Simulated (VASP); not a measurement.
# Pt (Fm-3m) in VASP: a series of runs

Runs on Pt. Level: PBE. Tasks: single point.

Program: VASP 6.6.1. These are calculated values, not measurements. Logs are shortened: lines on timing, memory, paths and dates and some standing lists are left out, and cuts for length are marked.

## (1) The cell of the first run

The structure is cubic, space group Fm-3m (No. 225). The conventional cell has a = 3.916 Å, b = 3.916 Å, c = 3.916 Å, α = 90.00°, β = 90.00°, γ = 90.00°. Pt (site symmetry m-3m) has 12 Pt at 2.77 Å within 3.6 Å.

## (2) Single point, PBE

Contents of INCAR:

```
SYSTEM = Pt
PREC     = Accurate       ! precision mode
ENCUT    = 520            ! plane-wave cutoff, eV
EDIFF    = 1E-6           ! SCF threshold, eV
ISMEAR   = 0              ! smearing method
SIGMA    = 0.15           ! smearing width, eV
LREAL    = .FALSE.        ! projectors in reciprocal space
LASPH    = .TRUE.         ! aspherical terms in the spheres
NELM     = 60             ! most SCF steps
ALGO     = Normal         ! electronic algorithm
ISIF     = 2              ! what is computed and relaxed
LWAVE    = .FALSE.        ! write WAVECAR
LCHARG   = .FALSE.        ! write CHGCAR
GGA      = PE             ! functional
NBANDS   = 11             ! bands
```

Contents of KPOINTS:

```
regular mesh
0
G
  20 20 20
  0 0 0
```

Contents of POSCAR:

```
Pt
1.0
    0.0000000000      1.9579000000      1.9579000000
    1.9579000000      0.0000000000      1.9579000000
    1.9579000000      1.9579000000      0.0000000000
Pt
1
Direct
    0.0000000000      0.0000000000      0.0000000000
```

Potentials or basis: VASP PAW PBE potentials, release 64 (Pt).

Started as:

```sh
> cat potpaw_PBE.64/Pt/POTCAR > POTCAR
> mpirun -np 1 vasp_std > vasp.out
```

OUTCAR:

```text
SYSTEM = Pt
   PREC = Accurate
   ENCUT = 520
   EDIFF = 1E-6
   ISMEAR = 0
   LREAL = .FALSE.
   LASPH = .TRUE.
   NELM = 60
   ISIF = 2
   GGA = PE

 ion  position               nearest neighbor table
   1  0.000  0.000  0.000-

  LATTYP: Found a face centered cubic cell.
 ALAT       =     3.9158000000

  Lattice vectors:

 A1 = (   0.0000000000,   1.9579000000,   1.9579000000)
 A2 = (   1.9579000000,   0.0000000000,   1.9579000000)
 A3 = (   1.9579000000,   1.9579000000,   0.0000000000)

Analysis of symmetry for initial positions (statically):
=====================================================================
 Subroutine PRICEL returns:
 Original cell was already a primitive cell.

 Routine SETGRP: Setting up the symmetry group for a
 face centered cubic supercell.

 Subroutine GETGRP returns: Found 48 space group operations
 (whereof 48 operations were pure point group operations)
 out of a pool of 48 trial point group operations.

The static configuration has the point symmetry O_h .

Analysis of symmetry for dynamics (positions and initial velocities):
=====================================================================
 Subroutine PRICEL returns:
 Original cell was already a primitive cell.

 Routine SETGRP: Setting up the symmetry group for a
 face centered cubic supercell.

 Subroutine GETGRP returns: Found 48 space group operations
 (whereof 48 operations were pure point group operations)
 out of a pool of 48 trial point group operations.

The dynamic configuration has the point symmetry O_h .

 Subroutine INISYM returns: Found 48 space group operations
 (whereof 48 operations are pure point group operations),
 and found     1 'primitive' translations

----------------------------------------------------------------------------------------

                                     Primitive cell

  volume of cell :      15.0107

  direct lattice vectors                    reciprocal lattice vectors
     0.000000000  1.957900000  1.957900000    -0.255375658  0.255375658  0.255375658
     1.957900000  0.000000000  1.957900000     0.255375658 -0.255375658  0.255375658
     1.957900000  1.957900000  0.000000000     0.255375658  0.255375658 -0.255375658

  length of vectors
     2.768888734  2.768888734  2.768888734     0.442323614  0.442323614  0.442323614

  position of ions in fractional coordinates (direct lattice)
     0.000000000  0.000000000  0.000000000

  ion indices of the primitive-cell ions
[... 75 lines left out ...]
   LREAL  =      F    real-space projection
   EDIFFG = 0.1E-04   stopping-criterion for IOM
   NSW    =      0    number of steps for IOM
   IBRION =     -1    ionic relax: 0-MD 1-quasi-New 2-CG
   NFREE  =      0    steps in history (QN), initial steepest desc. (CG)
   ISIF   =      2    stress and relaxation
   ISYM   =      2    0-nonsym 1-usesym 2-fastsym
   POTIM  = 0.5000    time-step for ionic-motion
   TEBEG  =    0.0;   TEEND  =   0.0 temperature during run
   PSTRESS=    0.0 pullay stress
   NELECT =      10.0000    total number of electrons
   NUPDOWN=      -1.0000    fix difference up-down
   EMIN   =  10.00;   EMAX   =-10.00  energy-range for DOS
   EFERMI =   0.00;   METHOD = LEGACY
   ISMEAR =     0;   SIGMA  =   0.15  broadening in eV -4-tet -1-fermi 0-gaus
   EFERMI_NEDOS =   21; number of points for ismear=-14 and -15
   IALGO  =     38    algorithm
   IMIX   =      4    mixing-type and parameters
     AMIX     =   0.40;   BMIX     =  1.00
     AMIX_MAG =   1.60;   BMIX_MAG =  1.00
  volume/ion in A,a.u.               =      15.01       101.30
  Fermi-wavevector in a.u.,A,eV,Ry     =   1.429797  2.701924 27.814648  2.044319
  Thomas-Fermi vector in A             =   2.549712
   LORBIT       =      0    0 simple, 1 ext, 2 COOP (PROOUT), +10 PAW based schemes
   GGA     = PE    functional components
   LHFCALC =     F    Hartree Fock is set to
   AEXX    =    0.0000 exact exchange contribution
   IVDW    =     0    specifies the selected vdW correction
   LEPSILON=     F    determine dielectric tensor
   LRPA    =     F    only Hartree local field effects (RPA)
 non-spin polarized calculation
 Gauss-broadening in eV      SIGMA  =   0.15
  energy-cutoff  :      520.00
  volume of cell :       15.01
 maximum number of plane-waves:       419
 NGX is ok and might be reduce to    24
   NGX = 11   NGY = 11   NGZ = 11

 number of electron      10.0000000 magnetization

 number of electron       9.9999999 magnetization

 Free energy of the ion-electron system (eV)
  ---------------------------------------------------
  ext. energy  EPLUGINS =         0.00000000
  ---------------------------------------------------
  free energy    TOTEN  =        -6.08909592 eV

  energy without entropy =       -6.06963184  energy(sigma->0) =       -6.07936388

 E-fermi :  11.3634     XC(G=0): -13.5184

 val. band max:       11.3631187938   @ k =   0.5000   0.5000   0.0000
 cond. band min:      11.3689876271   @ k =  -0.4000   0.3500   0.1000
 fundamental gap:      0.0058688333
 Fermi energy:        11.3634168773

 k-point     1 :       0.0000    0.0000    0.0000
  band No.  band energies     occupation
      1       1.0859      2.00000
      2       7.5402      2.00000
      3       7.5402      2.00000
      4       7.5402      2.00000
      5       9.7124      2.00000
      6       9.7124      2.00000
      7      25.9815      0.00000
      8      30.9745      0.00000
      9      30.9745      0.00000
     10      30.9745      0.00000
     11      36.3352      0.00000
[... 309 lines left out ...]
 k-point    24 :      -0.3500    0.0500    0.0000
  band No.  band energies     occupation
      1       4.0069      2.00000
      2       7.6123      2.00000
      3       7.7006      2.00000
      4       8.4761      2.00000
      5      10.5682      2.00000
      6      11.2281      1.79807
      7      20.5123      0.00000
      8      26.4711      0.00000
      9      30.9591      0.00000
     10      32.5436      0.00000
     11      36.7654      0.00000

 [... further k-points ...]
[... 5 lines left out ...]
  --------------------------------------------------------------------------------------
  -------------------------------------------------------------------------------------
  Total        1.0318928      1.0318928      1.0318928     -0.0000000     -0.0000000      0.0000000
  in kB      110.1396368    110.1396368    110.1396368     -0.0000000     -0.0000000      0.0000000
  external PRESSURE =     110.1396368 kB  Pullay stress =       0.0000000 kB

 VOLUME and BASIS-vectors are now :
 -----------------------------------------------------------------------------
  energy-cutoff  :      520.00
  volume of cell :       15.01
      direct lattice vectors                 reciprocal lattice vectors
     0.000000000  1.957900000  1.957900000    -0.255375658  0.255375658  0.255375658
     1.957900000  0.000000000  1.957900000     0.255375658 -0.255375658  0.255375658
     1.957900000  1.957900000  0.000000000     0.255375658  0.255375658 -0.255375658

 POSITION                                       TOTAL-FORCE (eV/Angst)
 -----------------------------------------------------------------------------------
      0.00000      0.00000      0.00000        -0.000000     -0.000000     -0.000000
 -----------------------------------------------------------------------------------
    total drift:                               -0.000000      0.000000     -0.000000

  FREE ENERGIE OF THE ION-ELECTRON SYSTEM (eV)
  ---------------------------------------------------
  free  energy   TOTEN  =        -6.0890959190 eV

  energy  without entropy=       -6.0696318409  energy(sigma->0) =       -6.07936388
```

Run time: 13 s. Hardware: 1 thread of Intel Xeon 6975P-C (Granite Rapids), shared host; peak memory 0.17 GiB.

Results:

| Item | Value |
| --- | --- |
| Free energy | -6.0891 eV |
| Pressure | 11.0 GPa |
| Band gap on the k mesh | zero (band 5 reaches 11.86 eV, above the bottom of band 6 at 9.60 eV) |

Levels at points of the mesh, in eV from the Fermi level:
```
           k point  band 1  band 2  band 3  band 4  band 5  band 6  band 7  band 8  band 9  band 10
(0.00, 0.00, 0.00)  -10.28   -3.82   -3.82   -3.82   -1.65   -1.65   14.62   19.61   19.61    19.61
(0.50, 0.00, 0.00)   -7.38   -3.89   -3.89   -0.50    0.04    0.04    5.87   14.19   19.01    19.01
(0.50, 0.50, 0.00)   -7.14   -6.68    0.00    0.49    0.49    1.76    8.93   11.40   11.40    20.20
```

Caveat: spin-orbit coupling is left out, which moves the levels of the heavy elements.

(Part 1 of 2 ends here.)
